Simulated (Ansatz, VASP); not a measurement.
**One calculation of MnO, two programs**

```
Mn O
1.0
     0.00000    2.22391    2.22391
     2.22391    0.00000    2.22391
     2.22391    2.22391    0.00000
Mn O
1 1
Direct
  0.00000 0.00000 0.00000
  0.50000 0.50000 0.50000
```

Alike in both runs: task single point; functional PBE; k mesh 10 × 10 × 10; occupations gaussian, width 0.013 eV; collinear spin.

|  | VASP | Ansatz |
| --- | --- | --- |
| version | VASP 6.6.1 | Ansatz 0.2.0 |
| potentials or method | VASP PAW PBE potentials, release 64 (Mn_pv, O), cutoff 520 eV | all-electron LAPW, scalar-relativistic |

|  | VASP | Ansatz | Ansatz less VASP |
| --- | --- | --- | --- |
| gap on the k mesh at the Fermi level (eV) | none | none | - |
| pressure (GPa) | 0.4 | 0.2 | -0.14 |
| net moment per atom (μB) | 2.40 | 2.40 | 0.000 |
| size of the moment on the site where the two differ most (μB) | 0.21 | 0.24 | +0.031 |

Site moments also hang on the region over which each program counts them. A gap of «none» marks a metal or a gap that the smearing closes. Ansatz ran all-electron here, and VASP with PAW potentials.
